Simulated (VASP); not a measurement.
# BaIrO3 in VASP: notebook

BaIrO3 is run at these levels: LDA; tasks: single point.

Everything below comes from runs of VASP 6.6.1. Logs are shortened: lines on timing, memory, paths and dates and some standing lists are left out, and cuts for length are marked.

## Step 1: The cell of the first run

It takes space group Pm-3m (No. 221, cubic). The conventional cell has a = 4.101 Å, b = 4.101 Å, c = 4.101 Å, α = 90.00°, β = 90.00°, γ = 90.00°. Within 3.8 Å of Ba (site symmetry m-3m) lie 12 O at 2.90 Å and 8 Ir at 3.55 Å. Ir (site symmetry m-3m) has 6 O at 2.05 Å within 2.7 Å. Within 2.7 Å of O (site symmetry 4/mmm) lie 2 Ir at 2.05 Å.

## Step 2: Single point, LDA

The input, INCAR:

```
PREC     = Accurate       # precision mode
ENCUT    = 520            # plane-wave cutoff, eV
EDIFF    = 1E-7           # SCF threshold, eV
ISMEAR   = -1             # smearing method
SIGMA    = 0.1            # smearing width, eV
LREAL    = False          # projectors in reciprocal space
LASPH    = True           # aspherical terms in the spheres
NELM     = 60             # most SCF steps
ALGO     = Normal         # electronic algorithm
ISIF     = 2              # what is computed and relaxed
LWAVE    = False          # write WAVECAR
LCHARG   = False          # write CHGCAR
NBANDS   = 26             # bands
```

The input, KPOINTS:

```
Automatic mesh
0
Gamma
  6 6 6
```

The input, POSCAR:

```
BaIrO3
1.0
    4.1009000000      0.0000000000      0.0000000000
    0.0000000000      4.1009000000      0.0000000000
    0.0000000000      0.0000000000      4.1009000000
Ba Ir O
1 1 3
Direct
    0.5000000000      0.5000000000      0.5000000000
    0.0000000000      0.0000000000      0.0000000000
    0.5000000000      0.0000000000      0.0000000000
    0.0000000000      0.5000000000      0.0000000000
    0.0000000000      0.0000000000      0.5000000000
```

Potentials or basis: VASP PAW LDA potentials, release 64 (Ba_sv, Ir, O).

The run is started by

```bash
$ cat potpaw_LDA.64/Ba_sv/POTCAR potpaw_LDA.64/Ir/POTCAR potpaw_LDA.64/O/POTCAR > POTCAR
$ mpirun -np 1 vasp_std > vasp.out
```

OUTCAR:

```text
PREC = Accurate
   ENCUT = 520
   EDIFF = 1E-7
   ISMEAR = -1
   LREAL = False
   LASPH = True
   NELM = 60
   ISIF = 2

 ion  position               nearest neighbor table
   1  0.500  0.500  0.500-   3 2.90   4 2.90   5 2.90   3 2.90   4 2.90   3 2.90   5 2.90   3 2.90
                             4 2.90   5 2.90   4 2.90   5 2.90   2 3.55   2 3.55   2 3.55   2 3.55
   2  0.000  0.000  0.000-   3 2.05   4 2.05   5 2.05   5 2.05   4 2.05   3 2.05   1 3.55   1 3.55
                             1 3.55   1 3.55   1 3.55   1 3.55   1 3.55   1 3.55
   3  0.500  0.000  0.000-   2 2.05   2 2.05   1 2.90   1 2.90   1 2.90   1 2.90
   4  0.000  0.500  0.000-   2 2.05   2 2.05   1 2.90   1 2.90   1 2.90   1 2.90
   5  0.000  0.000  0.500-   2 2.05   2 2.05   1 2.90   1 2.90   1 2.90   1 2.90

  LATTYP: Found a simple cubic cell.
 ALAT       =     4.1009000000

  Lattice vectors:

 A1 = (   4.1009000000,   0.0000000000,   0.0000000000)
 A2 = (   0.0000000000,   4.1009000000,   0.0000000000)
 A3 = (   0.0000000000,   0.0000000000,   4.1009000000)

Analysis of symmetry for initial positions (statically):
=====================================================================
 Subroutine PRICEL returns:
 Original cell was already a primitive cell.

 Routine SETGRP: Setting up the symmetry group for a
 simple cubic supercell.

 Subroutine GETGRP returns: Found 48 space group operations
 (whereof 48 operations were pure point group operations)
 out of a pool of 48 trial point group operations.

The static configuration has the point symmetry O_h .

Analysis of symmetry for dynamics (positions and initial velocities):
=====================================================================
 Subroutine PRICEL returns:
 Original cell was already a primitive cell.

 Routine SETGRP: Setting up the symmetry group for a
 simple cubic supercell.

 Subroutine GETGRP returns: Found 48 space group operations
 (whereof 48 operations were pure point group operations)
 out of a pool of 48 trial point group operations.

The dynamic configuration has the point symmetry O_h .

 Subroutine INISYM returns: Found 48 space group operations
 (whereof 48 operations are pure point group operations),
 and found     1 'primitive' translations

----------------------------------------------------------------------------------------

                                     Primitive cell

  volume of cell :      68.9664

  direct lattice vectors                    reciprocal lattice vectors
     4.100900000  0.000000000  0.000000000     0.243848911  0.000000000  0.000000000
     0.000000000  4.100900000  0.000000000     0.000000000  0.243848911  0.000000000
     0.000000000  0.000000000  4.100900000     0.000000000  0.000000000  0.243848911

  length of vectors
     4.100900000  4.100900000  4.100900000     0.243848911  0.243848911  0.243848911

  position of ions in fractional coordinates (direct lattice)
     0.500000000  0.500000000  0.500000000
     0.000000000  0.000000000  0.000000000
     0.500000000  0.000000000  0.000000000
     0.000000000  0.500000000  0.000000000
     0.000000000  0.000000000  0.500000000

  ion indices of the primitive-cell ions
   primitive index   ion index
                 1           1
                 2           2
                 3           3
                 4           4
                 5           5

----------------------------------------------------------------------------------------

 KPOINTS: Automatic mesh

Automatic generation of k-mesh.
 Grid dimensions read from file:
 generate k-points for:    6    6    6

 Generating k-lattice:

  Cartesian coordinates                     Fractional coordinates (reciprocal lattice)
     0.040641485  0.000000000  0.000000000     0.166666667  0.000000000  0.000000000
     0.000000000  0.040641485  0.000000000     0.000000000  0.166666667  0.000000000
     0.000000000  0.000000000  0.040641485     0.000000000  0.000000000  0.166666667

  Length of vectors
     0.040641485  0.040641485  0.040641485

  Shift w.r.t. Gamma in fractional coordinates (k-lattice)
     0.000000000  0.000000000  0.000000000

 Subroutine IBZKPT returns following result:
 ===========================================

 Found     20 irreducible k-points:

 Following reciprocal coordinates:
            Coordinates               Weight
  0.000000  0.000000  0.000000      1.000000
  0.166667  0.000000  0.000000      6.000000
  0.333333  0.000000  0.000000      6.000000
  0.500000  0.000000  0.000000      3.000000
  0.166667  0.166667  0.000000     12.000000
  0.333333  0.166667  0.000000     24.000000
[... 12 lines left out ...]
  0.500000  0.500000  0.333333      6.000000
  0.500000  0.500000  0.500000      1.000000
   k-points           NKPTS =     20   k-points in BZ     NKDIM =     20   number of bands    NBANDS=     26
   number of dos      NEDOS =    301   number of ions     NIONS =      5
   total plane-waves  NPLWV =  27000
   dimension x,y,z NGX =    30 NGY =   30 NGZ =   30
   dimension x,y,z NGXF=    60 NGYF=   60 NGZF=   60
   ions per type =               1   1   3
   NGX,Y,Z   is equivalent  to a cutoff of  12.16, 12.16, 12.16 a.u.
   NGXF,Y,Z  is equivalent  to a cutoff of  24.32, 24.32, 24.32 a.u.
 SYSTEM =  unknown system
   PREC   = accura    normal or accurate (medium, high low for compatibility)
   ISTART =      0    job   : 0-new  1-cont  2-samecut
   ICHARG =      2    charge: 1-file 2-atom 10-const
   ISPIN  =      1    spin polarized calculation?
   LNONCOLLINEAR =      F non collinear calculations
   LSORBIT =      F    spin-orbit coupling
   LASPH  =      T    aspherical Exc in radial PAW
   ENCUT  =  520.0 eV  38.22 Ry    6.18 a.u.   7.62  7.62  7.62*2*pi/ulx,y,z
   NELM   =     60;   NELMIN=  2; NELMDL= -5     # of ELM steps
   EDIFF  = 0.1E-06   stopping-criterion for ELM
   LREAL  =      F    real-space projection
   EDIFFG = 0.1E-05   stopping-criterion for IOM
   NSW    =      0    number of steps for IOM
   IBRION =     -1    ionic relax: 0-MD 1-quasi-New 2-CG
   NFREE  =      0    steps in history (QN), initial steepest desc. (CG)
   ISIF   =      2    stress and relaxation
   ISYM   =      2    0-nonsym 1-usesym 2-fastsym
   POTIM  = 0.5000    time-step for ionic-motion
   TEBEG  =    0.0;   TEEND  =   0.0 temperature during run
   PSTRESS=    0.0 pullay stress
   NELECT =      37.0000    total number of electrons
   NUPDOWN=      -1.0000    fix difference up-down
   EMIN   =  10.00;   EMAX   =-10.00  energy-range for DOS
   EFERMI =   0.00;   METHOD = LEGACY
   ISMEAR =    -1;   SIGMA  =   0.10  broadening in eV -4-tet -1-fermi 0-gaus
   EFERMI_NEDOS =   21; number of points for ismear=-14 and -15
   IALGO  =     38    algorithm
   IMIX   =      4    mixing-type and parameters
     AMIX     =   0.40;   BMIX     =  1.00
     AMIX_MAG =   1.60;   BMIX_MAG =  1.00
  volume/ion in A,a.u.               =      13.79        93.08
  Fermi-wavevector in a.u.,A,eV,Ry     =   1.330239  2.513787 24.075983  1.769535
  Thomas-Fermi vector in A             =   2.459341
   LORBIT       =      0    0 simple, 1 ext, 2 COOP (PROOUT), +10 PAW based schemes
   GGA     = CA    functional components
   LHFCALC =     F    Hartree Fock is set to
   AEXX    =    0.0000 exact exchange contribution
   IVDW    =     0    specifies the selected vdW correction
   LEPSILON=     F    determine dielectric tensor
   LRPA    =     F    only Hartree local field effects (RPA)
 non-spin polarized calculation
  energy-cutoff  :      520.00
  volume of cell :       68.97
 maximum number of plane-waves:      1881
   NGX = 15   NGY = 15   NGZ = 15

 number of electron      36.9999984 magnetization

 Free energy of the ion-electron system (eV)
  ---------------------------------------------------
  ext. energy  EPLUGINS =         0.00000000
  ---------------------------------------------------
  free energy    TOTEN  =       -37.53966923 eV

  energy without entropy =      -37.38098228  energy(sigma->0) =      -37.46032576

 E-fermi :   4.4216     XC(G=0): -11.6549

 val. band max:        4.4004197879   @ k =   0.5000   0.3333   0.1667
 cond. band min:       4.4341400921   @ k =   0.5000   0.5000   0.1667
 fundamental gap:      0.0337203042
 Fermi energy:         4.4215636298

 k-point     1 :       0.0000    0.0000    0.0000
  band No.  band energies     occupation
      1     -21.8931      2.00000
      2     -14.2857      2.00000
      3     -13.5198      2.00000
      4     -13.5198      2.00000
      5      -7.0965      2.00000
      6      -7.0965      2.00000
[... 18 lines left out ...]
     25      11.1442      0.00000
     26      11.1442      0.00000

 k-point     2 :       0.1667    0.0000    0.0000
  band No.  band energies     occupation
      1     -21.8714      2.00000
      2     -14.2751      2.00000
      3     -13.5125      2.00000
      4     -13.4774      2.00000
      5      -7.0650      2.00000
      6      -7.0650      2.00000
[... 18 lines left out ...]
     25      11.0424      0.00000
     26      11.3725      0.00000

 k-point     3 :       0.3333    0.0000    0.0000
  band No.  band energies     occupation
      1     -21.8273      2.00000
      2     -14.3236      2.00000
      3     -13.4983      2.00000
      4     -13.2946      2.00000
      5      -7.0003      2.00000
      6      -7.0003      2.00000
[... 18 lines left out ...]
     25      10.9293      0.00000
     26      11.7593      0.00000

 k-point     4 :       0.5000    0.0000    0.0000
  band No.  band energies     occupation
      1     -21.8049      2.00000
      2     -14.3707      2.00000
      3     -13.4912      2.00000
      4     -13.1636      2.00000
      5      -6.9669      2.00000
      6      -6.9669      2.00000
[... 18 lines left out ...]
     25      11.9092      0.00000
     26      11.9092      0.00000
[... 380 lines left out ...]
      1     -21.7185      2.00000
      2     -13.5432      2.00000
      3     -13.2818      2.00000
      4     -13.2530      2.00000
      5      -7.5579      2.00000
      6      -7.4703      2.00000
[... 18 lines left out ...]
     25      11.5865      0.00000
     26      12.4389      0.00000

 k-point    19 :       0.5000    0.5000    0.3333
  band No.  band energies     occupation
      1     -21.7049      2.00000
      2     -13.3820      2.00000
      3     -13.2392      2.00000
      4     -13.2392      2.00000
      5      -7.5933      2.00000
      6      -7.5933      2.00000
[... 18 lines left out ...]
     25      11.9337      0.00000
     26      12.8773      0.00000

 k-point    20 :       0.5000    0.5000    0.5000
  band No.  band energies     occupation
      1     -21.6921      2.00000
      2     -13.2036      2.00000
      3     -13.2036      2.00000
      4     -13.2036      2.00000
      5      -7.7336      2.00000
      6      -7.7336      2.00000
[... 18 lines left out ...]
     25      12.7439      0.00000
     26      12.7439      0.00000

------------------------ aborting loop because EDIFF is reached ----------------------------------------

  FORCE on cell =-STRESS in cart. coord.  units (eV):
  Direction    XX          YY          ZZ          XY          YZ          ZX
  --------------------------------------------------------------------------------------
  -------------------------------------------------------------------------------------
  Total       -5.5112919     -5.5112919     -5.5112919     -0.0000000      0.0000000      0.0000000
  in kB     -128.0343370   -128.0343370   -128.0343370     -0.0000000      0.0000000      0.0000000
  external PRESSURE =    -128.0343370 kB  Pullay stress =       0.0000000 kB

 VOLUME and BASIS-vectors are now :
 -----------------------------------------------------------------------------
  energy-cutoff  :      520.00
  volume of cell :       68.97
      direct lattice vectors                 reciprocal lattice vectors
     4.100900000  0.000000000  0.000000000     0.243848911  0.000000000  0.000000000
     0.000000000  4.100900000  0.000000000     0.000000000  0.243848911  0.000000000
     0.000000000  0.000000000  4.100900000     0.000000000  0.000000000  0.243848911

 POSITION                                       TOTAL-FORCE (eV/Angst)
 -----------------------------------------------------------------------------------
      2.05045      2.05045      2.05045         0.000000      0.000000      0.000000
      0.00000      0.00000      0.00000         0.000000      0.000000      0.000000
      2.05045      0.00000      0.00000         0.000000      0.000000      0.000000
      0.00000      2.05045      0.00000         0.000000      0.000000      0.000000
      0.00000      0.00000      2.05045         0.000000      0.000000      0.000000
 -----------------------------------------------------------------------------------
    total drift:                                0.000000     -0.000000      0.000000

  FREE ENERGIE OF THE ION-ELECTRON SYSTEM (eV)
  ---------------------------------------------------
  free  energy   TOTEN  =       -37.5396692303 eV

  energy  without entropy=      -37.3809822838  energy(sigma->0) =      -37.46032576
```

Run time: 26 s. Hardware: 1 thread of Intel Xeon Platinum 8488C (Sapphire Rapids), shared host; peak memory 0.17 GiB.

Results:

* Free energy: -37.5397 eV
* Pressure: -12.8 GPa
* Band gap on the k mesh: zero (an odd number of electrons rules out a gap without spin polarisation)

Levels at points of the mesh, in eV from the Fermi level:
| k point | band 16 | band 17 | band 18 | band 19 | band 20 | band 21 | band 22 | band 23 |
| --- | --- | --- | --- | --- | --- | --- | --- | --- |
| (0.00, 0.00, 0.00) | -2.76 | -2.17 | -2.17 | -2.17 | -0.59 | -0.59 | 3.32 | 3.32 |
| (0.50, 0.00, 0.00) | -2.77 | -2.77 | -0.58 | -0.08 | -0.08 | 1.84 | 5.16 | 5.56 |
| (0.50, 0.50, 0.00) | -1.83 | -0.18 | -0.18 | 0.22 | 0.45 | 5.10 | 5.75 | 6.23 |
| (0.50, 0.50, 0.50) | -1.75 | 0.65 | 0.65 | 0.65 | 4.64 | 4.64 | 4.64 | 5.10 |

Caveat: the cell stands under tension; spin-orbit coupling is left out, which moves the levels of the heavy elements; an odd number of electrons without spin polarisation forces a metal; a magnetic or distorted state may lie lower.

[end of part 1 of 3]

The gap in the log of VASP goes by the Fermi energy; the results here count the filled bands.